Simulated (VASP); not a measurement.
Wanted: the native input for a VASP 6.6.1 run.

- Task: relaxation of cell and atoms
- Functional: PBE
- Potentials or basis: VASP PAW PBE potentials, release 64 (Cu, Ge_d)
- Cutoff: 600 eV
- k mesh: 4 × 4 × 6
- Occupations: gaussian, width 0.1 eV
- Spin: no spin polarisation
- Dipole correction: no
- Further INCAR settings: ALGO = Normal; EDIFF = 1e-06; IBRION = 2; EDIFFG = -0.04; NSW = 90; ISIF = 3

The structure of CuGe lies in POSCAR:

```
CuGe
1.0
    2.0698345305     -4.8679441736      0.0000000000
    2.0698345305      4.8679441736      0.0000000000
    0.0000000000      0.0000000000      3.5263847557
Cu Ge
2 2
Direct
    0.6400000000      0.3600000000      0.2500000000
    0.3600000000      0.6400000000      0.7500000000
    0.9300000000      0.0700000000      0.2500000000
    0.0700000000      0.9300000000      0.7500000000
```

The input as run:

INCAR

```
ALGO = Normal
EDIFF = 1E-6
EDIFFG = -0.04
ENCUT = 600
GGA = PE
IBRION = 2
ISIF = 3
ISMEAR = 0
LASPH = True
LCHARG = False
LREAL = False
LWAVE = False
NELM = 80
NSW = 90
PREC = Accurate
SIGMA = 0.1
```

KPOINTS

```
k-points
0
Gamma
  4 4 6
```

Potentials or basis: VASP PAW PBE potentials, release 64 (Cu, Ge_d).

Launch:

```bash
$ cat potpaw_PBE.64/Cu/POTCAR potpaw_PBE.64/Ge_d/POTCAR > POTCAR
$ mpirun -np 1 vasp_std > vasp.out
```

Results of the run:

* Relaxed volume: 15.82 Å³/atom
* Relaxed cell: a = 4.592 Å, b = 4.592 Å, c = 4.134 Å, α = 90.00°, β = 90.00°, γ = 133.47°
* Space group after relaxing (to 0.05 Å): Cmcm (No. 63)
* Energy gained by relaxing: 508.3 meV/atom
* Ionic steps: 23
* Pressure after relaxing: 0.3 GPa
* Largest force after relaxing: 0.031 eV/Å
* Band gap on the k mesh: zero (band 25 reaches 9.30 eV, above the bottom of band 26 at 4.62 eV)

Caveat: the k points lie up to 0.47 Å⁻¹ apart in the final cell.

Wall time 14 min on 1 thread of Intel(R) Xeon(R) Platinum 8488C (Sapphire Rapids), on a shared host, peak memory 0.26 GiB.
